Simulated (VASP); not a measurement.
# HfO2 (Fm-3m) in VASP: further runs

The runs below take HfO2 through single point, with revPBE+D3(BJ).

Everything below comes from runs of VASP 6.6.1. Logs are shortened: lines on timing, memory, paths and dates and some standing lists are left out, and cuts for length are marked.

## 1. The cell of the first run

The structure is cubic, space group Fm-3m (No. 225). Conventional cell: a = 5.109 Å, b = 5.109 Å, c = 5.109 Å, α = 90.00°, β = 90.00°, γ = 90.00°. Hf (site symmetry m-3m) has 8 O at 2.21 Å within 2.9 Å. Within 2.9 Å of O (site symmetry -43m) lie 4 Hf at 2.21 Å and 6 O at 2.55 Å.

## 2. Single point, revPBE+D3(BJ) (11.11 Å³/atom)

INCAR

```
SYSTEM = HfO2
PREC = Accurate ; ENCUT = 600
EDIFF = 1E-6 ; ISMEAR = 0
SIGMA = 0.05 ; LREAL = .FALSE.
LASPH = .TRUE. ; NELM = 120
ALGO = Normal ; ISIF = 2
LWAVE = .FALSE. ; LCHARG = .FALSE.
GGA = RE ; IVDW = 12
NBANDS = 18 ; GGA_COMPAT = .FALSE.
```

KPOINTS

```
regular mesh
0
G
  8 8 8
  0 0 0
```

POSCAR

```
HfO2
1.0
    0.0000000000      2.5542706352      2.5542706352
    2.5542706352      0.0000000000      2.5542706352
    2.5542706352      2.5542706352      0.0000000000
Hf O
1 2
Direct
    0.0000000000      0.0000000000      0.0000000000
    0.2500000000      0.2500000000      0.2500000000
    0.7500000000      0.7500000000      0.7500000000
```

Potentials or basis: VASP PAW PBE potentials, release 64 (Hf_pv, O).

Started as:

```bash
$ cat potpaw_PBE.64/Hf_pv/POTCAR potpaw_PBE.64/O/POTCAR > POTCAR
$ mpirun -np 1 vasp_std > vasp.out
```

OUTCAR:

```text
SYSTEM = HfO2
   PREC = Accurate
   ENCUT = 600
   EDIFF = 1E-6
   ISMEAR = 0
   LREAL = .FALSE.
   LASPH = .TRUE.
   NELM = 120
   ISIF = 2
   GGA = RE
   IVDW = 12
 IVDW          = 12

 ion  position               nearest neighbor table
   1  0.000  0.000  0.000-   3 2.21   3 2.21   3 2.21   2 2.21   3 2.21   2 2.21   2 2.21   2 2.21

   2  0.250  0.250  0.250-   1 2.21   1 2.21   1 2.21   1 2.21
   3  0.750  0.750  0.750-   1 2.21   1 2.21   1 2.21   1 2.21

  LATTYP: Found a face centered cubic cell.
 ALAT       =     5.1085412704

  Lattice vectors:

 A1 = (   0.0000000000,   2.5542706352,   2.5542706352)
 A2 = (   2.5542706352,   0.0000000000,   2.5542706352)
 A3 = (   2.5542706352,   2.5542706352,   0.0000000000)

Analysis of symmetry for initial positions (statically):
=====================================================================
 Subroutine PRICEL returns:
 Original cell was already a primitive cell.

 Routine SETGRP: Setting up the symmetry group for a
 face centered cubic supercell.

 Subroutine GETGRP returns: Found 48 space group operations
 (whereof 48 operations were pure point group operations)
 out of a pool of 48 trial point group operations.

The static configuration has the point symmetry O_h .

Analysis of symmetry for dynamics (positions and initial velocities):
=====================================================================
 Subroutine PRICEL returns:
 Original cell was already a primitive cell.

 Routine SETGRP: Setting up the symmetry group for a
 face centered cubic supercell.

 Subroutine GETGRP returns: Found 48 space group operations
 (whereof 48 operations were pure point group operations)
 out of a pool of 48 trial point group operations.

The dynamic configuration has the point symmetry O_h .

 Subroutine INISYM returns: Found 48 space group operations
 (whereof 48 operations are pure point group operations),
 and found     1 'primitive' translations

----------------------------------------------------------------------------------------

                                     Primitive cell

  volume of cell :      33.3296

  direct lattice vectors                    reciprocal lattice vectors
     0.000000000  2.554270635  2.554270635    -0.195750596  0.195750596  0.195750596
     2.554270635  0.000000000  2.554270635     0.195750596 -0.195750596  0.195750596
     2.554270635  2.554270635  0.000000000     0.195750596  0.195750596 -0.195750596

  length of vectors
     3.612284174  3.612284174  3.612284174     0.339049978  0.339049978  0.339049978

  position of ions in fractional coordinates (direct lattice)
     0.000000000  0.000000000  0.000000000
     0.250000000  0.250000000  0.250000000
     0.750000000  0.750000000  0.750000000

  ion indices of the primitive-cell ions
   primitive index   ion index
                 1           1
                 2           2
                 3           3

----------------------------------------------------------------------------------------

 KPOINTS: regular mesh

Automatic generation of k-mesh.
 Grid dimensions read from file:
 generate k-points for:    8    8    8

 Generating k-lattice:

  Cartesian coordinates                     Fractional coordinates (reciprocal lattice)
    -0.024468825  0.024468825  0.024468825     0.125000000  0.000000000  0.000000000
     0.024468825 -0.024468825  0.024468825     0.000000000  0.125000000  0.000000000
     0.024468825  0.024468825 -0.024468825     0.000000000  0.000000000  0.125000000

  Length of vectors
     0.042381247  0.042381247  0.042381247

  Shift w.r.t. Gamma in fractional coordinates (k-lattice)
     0.000000000  0.000000000  0.000000000

 Subroutine IBZKPT returns following result:
 ===========================================

 Found     29 irreducible k-points:

 Following reciprocal coordinates:
            Coordinates               Weight
  0.000000  0.000000  0.000000      1.000000
  0.125000  0.000000  0.000000      8.000000
  0.250000  0.000000  0.000000      8.000000
  0.375000  0.000000  0.000000      8.000000
  0.500000  0.000000  0.000000      4.000000
  0.125000  0.125000  0.000000      6.000000
[... 16 lines left out ...]
  0.500000  0.250000  0.125000     48.000000
 -0.375000  0.250000  0.125000     24.000000
 [... further k-points ...]
   k-points           NKPTS =     29   k-points in BZ     NKDIM =     29   number of bands    NBANDS=     18
   number of dos      NEDOS =    301   number of ions     NIONS =      3
   total plane-waves  NPLWV =  27000
   dimension x,y,z NGX =    30 NGY =   30 NGZ =   30
   dimension x,y,z NGXF=    60 NGYF=   60 NGZF=   60
   ions per type =               1   2
   NGX,Y,Z   is equivalent  to a cutoff of  13.81, 13.81, 13.81 a.u.
   NGXF,Y,Z  is equivalent  to a cutoff of  27.61, 27.61, 27.61 a.u.
 SYSTEM =  HfO2
   PREC   = accura    normal or accurate (medium, high low for compatibility)
   ISTART =      0    job   : 0-new  1-cont  2-samecut
   ICHARG =      2    charge: 1-file 2-atom 10-const
   ISPIN  =      1    spin polarized calculation?
   LNONCOLLINEAR =      F non collinear calculations
   LSORBIT =      F    spin-orbit coupling
   LASPH  =      T    aspherical Exc in radial PAW
   ENCUT  =  600.0 eV  44.10 Ry    6.64 a.u.   7.21  7.21  7.21*2*pi/ulx,y,z
   NELM   =    120;   NELMIN=  2; NELMDL= -5     # of ELM steps
   EDIFF  = 0.1E-05   stopping-criterion for ELM
   LREAL  =      F    real-space projection
[... 7 lines left out ...]
   TEBEG  =    0.0;   TEEND  =   0.0 temperature during run
   PSTRESS=    0.0 pullay stress
   NELECT =      22.0000    total number of electrons
   NUPDOWN=      -1.0000    fix difference up-down
   EMIN   =  10.00;   EMAX   =-10.00  energy-range for DOS
   EFERMI =   0.00;   METHOD = LEGACY
   ISMEAR =     0;   SIGMA  =   0.05  broadening in eV -4-tet -1-fermi 0-gaus
   EFERMI_NEDOS =   21; number of points for ismear=-14 and -15
   IALGO  =     38    algorithm
   IMIX   =      4    mixing-type and parameters
     AMIX     =   0.40;   BMIX     =  1.00
     AMIX_MAG =   1.60;   BMIX_MAG =  1.00
  volume/ion in A,a.u.               =      11.11        74.97
  Fermi-wavevector in a.u.,A,eV,Ry     =   1.425407  2.693628 27.644106  2.031784
  Thomas-Fermi vector in A             =   2.545794
   LORBIT       =      0    0 simple, 1 ext, 2 COOP (PROOUT), +10 PAW based schemes
   GGA     = RE    functional components
   LHFCALC =     F    Hartree Fock is set to
   AEXX    =    0.0000 exact exchange contribution
   IVDW    =    12    specifies the selected vdW correction
   LEPSILON=     F    determine dielectric tensor
   LRPA    =     F    only Hartree local field effects (RPA)
 non-spin polarized calculation
 Gauss-broadening in eV      SIGMA  =   0.05
  energy-cutoff  :      600.00
  volume of cell :       33.33
 maximum number of plane-waves:      1139
 NGX is ok and might be reduce to    30
   NGX = 15   NGY = 15   NGZ = 15

 number of electron      21.9999993 magnetization

 Free energy of the ion-electron system (eV)
  ---------------------------------------------------
  ext. energy  EPLUGINS =         0.00000000
  ---------------------------------------------------
  free energy    TOTEN  =       -29.09879132 eV

  energy without entropy =      -29.09879132  energy(sigma->0) =      -29.09879132

 E-fermi :   4.4621     XC(G=0): -11.5703

 val. band max:        4.1906165174   @ k =   0.5000   0.5000   0.0000
 cond. band min:       8.0118947488   @ k =   0.5000   0.5000   0.0000
 fundamental gap:      3.8212782313
 Fermi energy:         4.4620609215

 k-point     1 :       0.0000    0.0000    0.0000
  band No.  band energies     occupation
      1     -25.6458      2.00000
      2     -25.6458      2.00000
      3     -25.6458      2.00000
      4     -14.4553      2.00000
      5     -11.5661      2.00000
      6      -1.0031      2.00000
[... 10 lines left out ...]
     17      14.3374      0.00000
     18      17.5931      0.00000

 k-point     2 :       0.1250    0.0000    0.0000
  band No.  band energies     occupation
      1     -25.7055      2.00000
      2     -25.6524      2.00000
      3     -25.6524      2.00000
      4     -14.2606      2.00000
      5     -11.7242      2.00000
      6      -0.8571      2.00000
[... 10 lines left out ...]
     17      14.0876      0.00000
     18      17.5749      0.00000

 k-point     3 :       0.2500    0.0000    0.0000
  band No.  band energies     occupation
      1     -25.8446      2.00000
      2     -25.6682      2.00000
      3     -25.6682      2.00000
      4     -13.7961      2.00000
      5     -12.0499      2.00000
      6      -0.4943      2.00000
[... 10 lines left out ...]
     17      13.6327      0.00000
     18      16.7436      0.00000

 k-point     4 :       0.3750    0.0000    0.0000
  band No.  band energies     occupation
      1     -25.9772      2.00000
      2     -25.6839      2.00000
      3     -25.6839      2.00000
      4     -13.3852      2.00000
      5     -12.2547      2.00000
      6      -0.1284      2.00000
[... 10 lines left out ...]
     17      13.6894      0.00000
     18      16.2046      0.00000

 k-point     5 :       0.5000    0.0000    0.0000
  band No.  band energies     occupation
      1     -26.0304      2.00000
      2     -25.6904      2.00000
      3     -25.6904      2.00000
      4     -13.2677      2.00000
      5     -12.2671      2.00000
      6       0.0163      2.00000
[... 10 lines left out ...]
     17      13.3413      0.00000
     18      16.5133      0.00000

 k-point     6 :       0.1250    0.1250    0.0000
  band No.  band energies     occupation
      1     -25.7104      2.00000
      2     -25.6620      2.00000
      3     -25.6620      2.00000
      4     -14.1924      2.00000
      5     -11.7773      2.00000
      6      -0.8407      2.00000
[... 10 lines left out ...]
     17      14.0087      0.00000
     18      17.5491      0.00000

 k-point     7 :       0.2500    0.1250    0.0000
  band No.  band energies     occupation
      1     -25.8131      2.00000
      2     -25.6800      2.00000
      3     -25.6790      2.00000
      4     -13.8051      2.00000
      5     -12.0494      2.00000
      6      -0.5706      2.00000
[... 10 lines left out ...]
     17      13.7011      0.00000
     18      17.2341      0.00000

 k-point     8 :       0.3750    0.1250    0.0000
  band No.  band energies     occupation
      1     -25.9366      2.00000
      2     -25.7055      2.00000
      3     -25.6957      2.00000
      4     -13.3508      2.00000
      5     -12.2979      2.00000
      6      -0.2503      2.00000
[... 10 lines left out ...]
     17      14.1115      0.00000
     18      16.6297      0.00000
[... 229 lines left out ...]
     17      16.1955      0.00000
     18      17.5753      0.00000

 k-point    20 :      -0.3750    0.3750    0.0000
  band No.  band energies     occupation
      1     -25.9722      2.00000
      2     -25.8499      2.00000
      3     -25.7345      2.00000
      4     -12.7348      2.00000
      5     -12.5052      2.00000
      6      -1.4626      2.00000
[... 10 lines left out ...]
     17      16.8072      0.00000
     18      17.5364      0.00000

 k-point    21 :       0.5000    0.5000    0.0000
  band No.  band energies     occupation
      1     -26.0531      2.00000
      2     -25.7556      2.00000
      3     -25.7556      2.00000
      4     -12.7767      2.00000
      5     -12.4389      2.00000
      6      -2.0937      2.00000
[... 10 lines left out ...]
     17      17.2341      0.00000
     18      17.5500      0.00000

 k-point    22 :       0.3750    0.2500    0.1250
  band No.  band energies     occupation
      1     -25.8869      2.00000
      2     -25.7316      2.00000
      3     -25.6883      2.00000
      4     -13.4016      2.00000
      5     -12.2903      2.00000
      6      -0.5013      2.00000
[... 10 lines left out ...]
     17      13.8938      0.00000
     18      17.2689      0.00000

 k-point    23 :       0.5000    0.2500    0.1250
  band No.  band energies     occupation
      1     -25.9521      2.00000
      2     -25.7808      2.00000
      3     -25.7061      2.00000
      4     -13.0318      2.00000
      5     -12.4491      2.00000
      6      -0.4970      2.00000
[... 10 lines left out ...]
     17      14.8814      0.00000
     18      17.0824      0.00000

 k-point    24 :      -0.3750    0.2500    0.1250
  band No.  band energies     occupation
      1     -25.9777      2.00000
      2     -25.8004      2.00000
      3     -25.7150      2.00000
      4     -12.9407      2.00000
      5     -12.4379      2.00000
      6      -0.4992      2.00000
[... 10 lines left out ...]
     17      15.1641      0.00000
     18      17.0403      0.00000

 [... further k-points ...]

------------------------ aborting loop because EDIFF is reached ----------------------------------------

 Edisp (eV)   -1.31528

 E8    (eV) :    -0.9058

  FORCE on cell =-STRESS in cart. coord.  units (eV):
  Direction    XX          YY          ZZ          XY          YZ          ZX
  --------------------------------------------------------------------------------------
  -------------------------------------------------------------------------------------
  Total      -1.80158    -1.80158    -1.80158    -0.00000    -0.00000     0.00000
  in kB     -86.60301   -86.60301   -86.60301    -0.00000    -0.00000     0.00000
  external pressure =      -86.60 kB  Pullay stress =        0.00 kB

 VOLUME and BASIS-vectors are now :
 -----------------------------------------------------------------------------
  energy-cutoff  :      600.00
  volume of cell :       33.33
      direct lattice vectors                 reciprocal lattice vectors
     0.000000000  2.554270635  2.554270635    -0.195750596  0.195750596  0.195750596
     2.554270635  0.000000000  2.554270635     0.195750596 -0.195750596  0.195750596
     2.554270635  2.554270635  0.000000000     0.195750596  0.195750596 -0.195750596

 POSITION                                       TOTAL-FORCE (eV/Angst)
 -----------------------------------------------------------------------------------
      0.00000      0.00000      0.00000        -0.000000     -0.000000     -0.000000
      1.27714      1.27714      1.27714         0.000000      0.000000      0.000000
      3.83141      3.83141      3.83141        -0.000000     -0.000000     -0.000000
 -----------------------------------------------------------------------------------
    total drift:                                0.000000     -0.000000      0.000000

  FREE ENERGIE OF THE ION-ELECTRON SYSTEM (eV)
  ---------------------------------------------------
  free  energy   TOTEN  =       -30.4140683188 eV

  energy  without entropy=      -30.4140683188  energy(sigma->0) =      -30.41406832
```

It took 40 s on 1 thread of Intel Xeon 8259CL, shared host; peak memory 0.19 GiB.

Results:

* Free energy: -30.4141 eV
* Pressure: -8.7 GPa
* Band gap on the k mesh: 3.82 eV
* Dispersion energy per atom: -0.438 eV

Caveat: the cell stands under tension; the PAW data sets were made with another functional, which shifts forces and pressure a little; spin-orbit coupling is left out, which moves the levels of the heavy elements. A k mesh can miss the band edges.

(Continued in part 2 of 2.)
